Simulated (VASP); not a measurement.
# As2Se (Fm-3m) in VASP: further runs

Runs on As2Se. Level: PBE. Tasks: single point, relaxation of cell and atoms.

Everything below comes from runs of VASP 6.6.1. Logs are shortened: lines on timing, memory, paths and dates and some standing lists are left out, and cuts for length are marked.

## (1) The cell of the first run

It takes space group Fm-3m (No. 225, cubic). The conventional cell has a = 6.345 Å, b = 6.345 Å, c = 6.345 Å, α = 90.00°, β = 90.00°, γ = 90.00°. Within 3.6 Å of As (site symmetry -43m) lie 4 Se at 2.75 Å and 6 As at 3.17 Å. Se (site symmetry m-3m) has 8 As at 2.75 Å within 3.6 Å.

## (2) Single point, PBE

Contents of INCAR:

```
SYSTEM = As2Se
PREC     = Accurate       ! precision mode
ENCUT    = 520            ! plane-wave cutoff, eV
EDIFF    = 1E-7           ! SCF threshold, eV
ISMEAR   = 0              ! smearing method
SIGMA    = 0.1            ! smearing width, eV
LREAL    = .False.        ! projectors in reciprocal space
LASPH    = .True.         ! aspherical terms in the spheres
NELM     = 80             ! most SCF steps
ALGO     = Normal         ! electronic algorithm
ISIF     = 2              ! what is computed and relaxed
LWAVE    = .False.        ! write WAVECAR
LCHARG   = .False.        ! write CHGCAR
GGA      = PE             ! functional
NBANDS   = 15             ! bands
```

Contents of KPOINTS:

```
Automatic mesh
0
Gamma
  6 6 6
  0 0 0
```

Contents of POSCAR:

```
As2Se
1.0
    0.0000000000      3.1723708400      3.1723708400
    3.1723708400      0.0000000000      3.1723708400
    3.1723708400      3.1723708400      0.0000000000
As Se
2 1
Direct
    0.2500000000      0.2500000000      0.2500000000
    0.7500000000      0.7500000000      0.7500000000
    0.0000000000      0.0000000000      0.0000000000
```

Potentials or basis: VASP PAW PBE potentials, release 64 (As, Se).

On the command line:

```sh
$ cat potpaw_PBE.64/As/POTCAR potpaw_PBE.64/Se/POTCAR > POTCAR
$ mpirun -np 1 vasp_std > vasp.out
```

OUTCAR:

```text
SYSTEM = As2Se
   PREC = Accurate
   ENCUT = 520
   EDIFF = 1E-7
   ISMEAR = 0
   LREAL = .False.
   LASPH = .True.
   NELM = 80
   ISIF = 2
   GGA = PE

 ion  position               nearest neighbor table
   1  0.250  0.250  0.250-   3 2.75   3 2.75   3 2.75   3 2.75
   2  0.750  0.750  0.750-   3 2.75   3 2.75   3 2.75   3 2.75
   3  0.000  0.000  0.000-   2 2.75   2 2.75   2 2.75   1 2.75   2 2.75   1 2.75   1 2.75   1 2.75

  LATTYP: Found a face centered cubic cell.
 ALAT       =     6.3447416800

  Lattice vectors:

 A1 = (   0.0000000000,   3.1723708400,   3.1723708400)
 A2 = (   3.1723708400,   0.0000000000,   3.1723708400)
 A3 = (   3.1723708400,   3.1723708400,   0.0000000000)

Analysis of symmetry for initial positions (statically):
=====================================================================
 Subroutine PRICEL returns:
 Original cell was already a primitive cell.

 Routine SETGRP: Setting up the symmetry group for a
 face centered cubic supercell.

 Subroutine GETGRP returns: Found 48 space group operations
 (whereof 48 operations were pure point group operations)
 out of a pool of 48 trial point group operations.

The static configuration has the point symmetry O_h .

Analysis of symmetry for dynamics (positions and initial velocities):
=====================================================================
 Subroutine PRICEL returns:
 Original cell was already a primitive cell.

 Routine SETGRP: Setting up the symmetry group for a
 face centered cubic supercell.

 Subroutine GETGRP returns: Found 48 space group operations
 (whereof 48 operations were pure point group operations)
 out of a pool of 48 trial point group operations.

The dynamic configuration has the point symmetry O_h .

 Subroutine INISYM returns: Found 48 space group operations
 (whereof 48 operations are pure point group operations),
 and found     1 'primitive' translations

----------------------------------------------------------------------------------------

                                     Primitive cell

  volume of cell :      63.8531

  direct lattice vectors                    reciprocal lattice vectors
     0.000000000  3.172370840  3.172370840    -0.157610830  0.157610830  0.157610830
     3.172370840  0.000000000  3.172370840     0.157610830 -0.157610830  0.157610830
     3.172370840  3.172370840  0.000000000     0.157610830  0.157610830 -0.157610830

  length of vectors
     4.486409867  4.486409867  4.486409867     0.272989965  0.272989965  0.272989965

  position of ions in fractional coordinates (direct lattice)
     0.250000000  0.250000000  0.250000000
     0.750000000  0.750000000  0.750000000
     0.000000000  0.000000000  0.000000000

  ion indices of the primitive-cell ions
   primitive index   ion index
                 1           1
                 2           2
                 3           3

----------------------------------------------------------------------------------------

 KPOINTS: Automatic mesh

Automatic generation of k-mesh.
 Grid dimensions read from file:
 generate k-points for:    6    6    6

 Generating k-lattice:

  Cartesian coordinates                     Fractional coordinates (reciprocal lattice)
    -0.026268472  0.026268472  0.026268472     0.166666667  0.000000000  0.000000000
     0.026268472 -0.026268472  0.026268472     0.000000000  0.166666667  0.000000000
     0.026268472  0.026268472 -0.026268472     0.000000000  0.000000000  0.166666667

  Length of vectors
     0.045498327  0.045498327  0.045498327

  Shift w.r.t. Gamma in fractional coordinates (k-lattice)
     0.000000000  0.000000000  0.000000000

 Subroutine IBZKPT returns following result:
 ===========================================

 Found     16 irreducible k-points:

 Following reciprocal coordinates:
            Coordinates               Weight
  0.000000  0.000000  0.000000      1.000000
  0.166667  0.000000  0.000000      8.000000
  0.333333  0.000000  0.000000      8.000000
  0.500000  0.000000  0.000000      4.000000
  0.166667  0.166667  0.000000      6.000000
  0.333333  0.166667  0.000000     24.000000
[... 8 lines left out ...]
 -0.333333  0.333333  0.166667     24.000000
 -0.333333  0.500000  0.166667     12.000000
   k-points           NKPTS =     16   k-points in BZ     NKDIM =     16   number of bands    NBANDS=     15
   number of dos      NEDOS =    301   number of ions     NIONS =      3
   total plane-waves  NPLWV =  46656
   dimension x,y,z NGX =    36 NGY =   36 NGZ =   36
   dimension x,y,z NGXF=    72 NGYF=   72 NGZF=   72
   ions per type =               2   1
   NGX,Y,Z   is equivalent  to a cutoff of  13.34, 13.34, 13.34 a.u.
   NGXF,Y,Z  is equivalent  to a cutoff of  26.68, 26.68, 26.68 a.u.
 SYSTEM =  As2Se
   PREC   = accura    normal or accurate (medium, high low for compatibility)
   ISTART =      0    job   : 0-new  1-cont  2-samecut
   ICHARG =      2    charge: 1-file 2-atom 10-const
   ISPIN  =      1    spin polarized calculation?
   LNONCOLLINEAR =      F non collinear calculations
   LSORBIT =      F    spin-orbit coupling
   LASPH  =      T    aspherical Exc in radial PAW
   ENCUT  =  520.0 eV  38.22 Ry    6.18 a.u.   8.34  8.34  8.34*2*pi/ulx,y,z
   NELM   =     80;   NELMIN=  2; NELMDL= -5     # of ELM steps
   EDIFF  = 0.1E-06   stopping-criterion for ELM
   LREAL  =      F    real-space projection
   EDIFFG = 0.1E-05   stopping-criterion for IOM
   NSW    =      0    number of steps for IOM
   IBRION =     -1    ionic relax: 0-MD 1-quasi-New 2-CG
   NFREE  =      0    steps in history (QN), initial steepest desc. (CG)
   ISIF   =      2    stress and relaxation
   ISYM   =      2    0-nonsym 1-usesym 2-fastsym
   POTIM  = 0.5000    time-step for ionic-motion
   TEBEG  =    0.0;   TEEND  =   0.0 temperature during run
   PSTRESS=    0.0 pullay stress
   NELECT =      16.0000    total number of electrons
   NUPDOWN=      -1.0000    fix difference up-down
   EMIN   =  10.00;   EMAX   =-10.00  energy-range for DOS
   EFERMI =   0.00;   METHOD = LEGACY
   ISMEAR =     0;   SIGMA  =   0.10  broadening in eV -4-tet -1-fermi 0-gaus
   EFERMI_NEDOS =   21; number of points for ismear=-14 and -15
   IALGO  =     38    algorithm
   IMIX   =      4    mixing-type and parameters
     AMIX     =   0.40;   BMIX     =  1.00
     AMIX_MAG =   1.60;   BMIX_MAG =  1.00
  volume/ion in A,a.u.               =      21.28       143.63
  Fermi-wavevector in a.u.,A,eV,Ry     =   1.032098  1.950382 14.493279  1.065226
  Thomas-Fermi vector in A             =   2.166279
   LORBIT       =      0    0 simple, 1 ext, 2 COOP (PROOUT), +10 PAW based schemes
   GGA     = PE    functional components
   LHFCALC =     F    Hartree Fock is set to
   AEXX    =    0.0000 exact exchange contribution
   IVDW    =     0    specifies the selected vdW correction
   LEPSILON=     F    determine dielectric tensor
   LRPA    =     F    only Hartree local field effects (RPA)
 non-spin polarized calculation
 Gauss-broadening in eV      SIGMA  =   0.10
  energy-cutoff  :      520.00
  volume of cell :       63.85
 maximum number of plane-waves:      1759
 NGX is ok and might be reduce to    36
   NGX = 17   NGY = 17   NGZ = 17

 number of electron      16.0000000 magnetization

 Free energy of the ion-electron system (eV)
  ---------------------------------------------------
  ext. energy  EPLUGINS =         0.00000000
  ---------------------------------------------------
  free energy    TOTEN  =       -10.80842508 eV

  energy without entropy =      -10.80219582  energy(sigma->0) =      -10.80531045

 E-fermi :   5.5563     XC(G=0): -10.0830

 val. band max:        5.4916844162   @ k =   0.5000   0.1667   0.0000
 cond. band min:       5.7160345192   @ k =   0.1667   0.1667   0.0000
 fundamental gap:      0.2243501030
 Fermi energy:         5.5562621944

 k-point     1 :       0.0000    0.0000    0.0000
  band No.  band energies     occupation
      1     -10.6934      2.00000
      2      -3.3434      2.00000
      3      -2.8676      2.00000
      4       1.3715      2.00000
      5       1.3715      2.00000
      6       1.3715      2.00000
      7       2.6100      2.00000
      8       2.6100      2.00000
      9       2.6100      2.00000
     10       7.6287      0.00000
     11       7.6287      0.00000
     12       7.6287      0.00000
     13      10.5406      0.00000
     14      10.5406      0.00000
     15      12.3421      0.00000

 k-point     2 :       0.1667    0.0000    0.0000
  band No.  band energies     occupation
      1     -10.4749      2.00000
      2      -3.9855      2.00000
      3      -3.3186      2.00000
      4       0.9407      2.00000
      5       0.9407      2.00000
      6       1.2375      2.00000
      7       3.1362      2.00000
      8       3.1362      2.00000
      9       4.3899      2.00000
     10       7.2133      0.00000
     11       7.2133      0.00000
     12       7.2967      0.00000
     13      11.8221      0.00000
     14      11.8221      0.00000
     15      13.2507      0.00000

 k-point     3 :       0.3333    0.0000    0.0000
  band No.  band energies     occupation
      1      -9.9093      2.00000
      2      -5.4368      2.00000
      3      -3.8606      2.00000
      4       0.4735      2.00000
      5       0.4735      2.00000
      6       2.1001      2.00000
      7       3.5500      2.00000
      8       3.5500      2.00000
      9       5.9549      0.00000
     10       7.4334      0.00000
     11       7.4334      0.00000
     12       7.7768      0.00000
     13      12.4526      0.00000
     14      13.3560      0.00000
     15      13.3560      0.00000

 k-point     4 :       0.5000    0.0000    0.0000
  band No.  band energies     occupation
      1      -9.4954      2.00000
      2      -6.2453      2.00000
      3      -4.0482      2.00000
      4       0.3093      2.00000
      5       0.3093      2.00000
      6       2.6343      2.00000
      7       3.5653      2.00000
      8       3.5653      2.00000
      9       6.4864      0.00000
     10       7.7588      0.00000
     11       8.0488      0.00000
     12       8.0488      0.00000
     13      12.4870      0.00000
     14      12.4870      0.00000
     15      12.9496      0.00000
[... 163 lines left out ...]
 k-point    14 :       0.5000    0.3333    0.1667
  band No.  band energies     occupation
      1      -9.4444      2.00000
      2      -5.6091      2.00000
      3      -4.9588      2.00000
      4      -0.6452      2.00000
      5       0.7372      2.00000
      6       2.0076      2.00000
      7       4.1300      2.00000
      8       5.3641      1.99341
      9       6.6497      0.00000
     10       7.0060      0.00000
     11       7.4161      0.00000
     12       9.3242      0.00000
     13      11.6559      0.00000
     14      13.4293      0.00000
     15      14.2902      0.00000

 k-point    15 :      -0.3333    0.3333    0.1667
  band No.  band energies     occupation
      1      -9.1052      2.00000
      2      -5.9402      2.00000
      3      -5.4037      2.00000
      4      -0.9137      2.00000
      5       1.3731      2.00000
      6       1.7756      2.00000
      7       4.2827      2.00000
      8       5.9022      0.00000
      9       5.9844      0.00000
     10       7.3758      0.00000
     11       8.1882      0.00000
     12       8.8419      0.00000
     13      12.3253      0.00000
     14      13.7373      0.00000
     15      15.1700      0.00000

 k-point    16 :      -0.3333    0.5000    0.1667
  band No.  band energies     occupation
      1      -8.9347      2.00000
      2      -6.2338      2.00000
      3      -5.2853      2.00000
      4      -1.2424      2.00000
      5       0.4964      2.00000
      6       3.1236      2.00000
      7       3.2849      2.00000
      8       6.4165      0.00000
      9       7.5855      0.00000
     10       7.8317      0.00000
     11       7.9991      0.00000
     12       8.4384      0.00000
     13      12.4126      0.00000
     14      14.0711      0.00000
     15      14.7635      0.00000

------------------------ aborting loop because EDIFF is reached ----------------------------------------

  FORCE on cell =-STRESS in cart. coord.  units (eV):
  Direction    XX          YY          ZZ          XY          YZ          ZX
  --------------------------------------------------------------------------------------
  -------------------------------------------------------------------------------------
  Total        2.7370411      2.7370411      2.7370411     -0.0000000      0.0000000      0.0000000
  in kB       68.6768006     68.6768006     68.6768006     -0.0000000      0.0000000      0.0000000
  external PRESSURE =      68.6768006 kB  Pullay stress =       0.0000000 kB

 VOLUME and BASIS-vectors are now :
 -----------------------------------------------------------------------------
  energy-cutoff  :      520.00
  volume of cell :       63.85
      direct lattice vectors                 reciprocal lattice vectors
     0.000000000  3.172370840  3.172370840    -0.157610830  0.157610830  0.157610830
     3.172370840  0.000000000  3.172370840     0.157610830 -0.157610830  0.157610830
     3.172370840  3.172370840  0.000000000     0.157610830  0.157610830 -0.157610830

 POSITION                                       TOTAL-FORCE (eV/Angst)
 -----------------------------------------------------------------------------------
      1.58619      1.58619      1.58619         0.000000      0.000000      0.000000
      4.75856      4.75856      4.75856        -0.000000     -0.000000     -0.000000
      0.00000      0.00000      0.00000         0.000000     -0.000000      0.000000
 -----------------------------------------------------------------------------------
    total drift:                                0.000000      0.000000      0.000000

  FREE ENERGIE OF THE ION-ELECTRON SYSTEM (eV)
  ---------------------------------------------------
  free  energy   TOTEN  =       -10.8084250753 eV

  energy  without entropy=      -10.8021958169  energy(sigma->0) =      -10.80531045
```

Run time: 14 s. Hardware: 1 thread of AMD EPYC 9R45 (Zen 5), shared host; peak memory 0.17 GiB.

Results:

```
Free energy            : -10.8084 eV
Pressure               : 6.9 GPa
Band gap on the k mesh : zero (band 8 reaches 7.38 eV, above the bottom of band 9 at 2.61 eV)
```

Levels at points of the mesh, in eV from the Fermi level:
| k point | band 6 | band 7 | band 8 | band 9 | band 10 | band 11 |
| --- | --- | --- | --- | --- | --- | --- |
| (0.00, 0.00, 0.00) | -4.18 | -2.95 | -2.95 | -2.95 | 2.07 | 2.07 |
| (0.50, 0.00, 0.00) | -2.92 | -1.99 | -1.99 | 0.93 | 2.20 | 2.49 |
| (0.50, 0.50, 0.00) | -3.39 | -0.30 | 1.82 | 1.82 | 2.45 | 2.45 |

(Part 1 of 2 ends here.)
